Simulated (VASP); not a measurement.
Set up this calculation in VASP 6.6.1, as the native input.

- Task: single point
- Functional: PBE
- Dispersion: D3(BJ)
- Potentials or basis: VASP PAW PBE potentials, release 64 (Al)
- Cutoff: 520 eV
- k mesh: 26 × 26 × 26
- Occupations: gaussian, width 0.15 eV
- Spin: no spin polarisation
- Dipole correction: no
- Further INCAR settings: ALGO = Fast; EDIFF = 1e-06; NBANDS = 8

The structure of Al lies in POSCAR:

```
Al
1.0
   -0.0398272566      1.9913628292      1.9913628292
    1.9913628292     -0.0398272566      1.9913628292
    1.9515355726      1.9515355726      0.0000000000
Al
1
Direct
    0.0000000000      0.0000000000      0.0000000000
```

This cell differs from its parent crystal: strain -0.0400 x Voigt [0, 0, 0, 0, 0, 1].

These files were run (other wordings do the same):

INCAR

```
ALGO = Fast
EDIFF = 1E-6
ENCUT = 520
GGA = PE
ISIF = 2
ISMEAR = 0
IVDW = 12
LASPH = T
LCHARG = F
LREAL = F
LWAVE = F
NBANDS = 8
NELM = 100
PREC = Accurate
SIGMA = 0.15
```

KPOINTS

```
k-points
0
Gamma
  26 26 26
```

Potentials or basis: VASP PAW PBE potentials, release 64 (Al).

Command:

```bash
$ cat potpaw_PBE.64/Al/POTCAR > POTCAR
$ mpirun -np 1 vasp_std > vasp.out
```

Results of the run:

The pressure is 0.1 GPa. The dispersion energy per atom is -0.352 eV.

Caveat: the cell differs from its parent crystal (strain -0.0400 x Voigt [0, 0, 0, 0, 0, 1]); pairwise dispersion overbinds metals, which lowers pressure and volume.

It took 2.8 min on 1 thread of Intel Xeon 6975P-C (shared host), peak memory 0.38 GiB.
